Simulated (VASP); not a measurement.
A run of VASP 6.6.1 is set up as follows.

The input INCAR:

```
SYSTEM = BaLi2S2
  ALGO = Normal
  EDIFF = 1E-6
  EDIFFG = -0.04
  ENCUT = 600
  GGA = PE
  IBRION = 2
  ISIF = 3
  ISMEAR = 0
  LASPH = .TRUE.
  LCHARG = .FALSE.
  LREAL = .FALSE.
  LWAVE = .FALSE.
  NELM = 100
  NSW = 90
  PREC = Accurate
  SIGMA = 0.1
```

KPOINTS

```
k-points
0
G
  6 6 4
  0 0 0
```

The input POSCAR:

```
BaLi2S2
1.0
    4.1372227400      0.0000000000      0.0000000000
   -2.0686113700      3.5829400000      0.0000000000
    0.0000000000      0.0000000000      6.7036112700
Ba Li S
1 2 2
Direct
    0.0000000000      0.0000000000      0.0000000000
    0.6666666700      0.3333333300      0.7478264600
    0.3333333300      0.6666666700      0.2521735400
    0.6666666700      0.3333333300      0.3611118800
    0.3333333300      0.6666666700      0.6388881200
```

Potentials or basis: VASP PAW PBE potentials, release 64 (Ba_sv, Li_sv, S).

Launch:

```console
$ cat potpaw_PBE.64/Ba_sv/POTCAR potpaw_PBE.64/Li_sv/POTCAR potpaw_PBE.64/S/POTCAR > POTCAR
$ mpirun -np 1 vasp_std > vasp.out
```

**Question.** What does it give for the relaxed cell?

**Answer.** a = 4.311 Å, b = 4.311 Å, c = 7.165 Å, α = 90.00°, β = 90.00°, γ = 120.00°.

**Question.** Estimate the space group after relaxing (to 0.1 Å).

**Answer.** P-3m1 (No. 164).

Stress tensor (GPa, compression positive):
```
-0.02  0.00  0.00
 0.00 -0.02  0.00
 0.00  0.00 -0.12
```

Caveat: the cutoff is under 1.25 times the usual one of these potentials, so pressure, stress and relaxed cells hold a basis-set (Pulay) error.
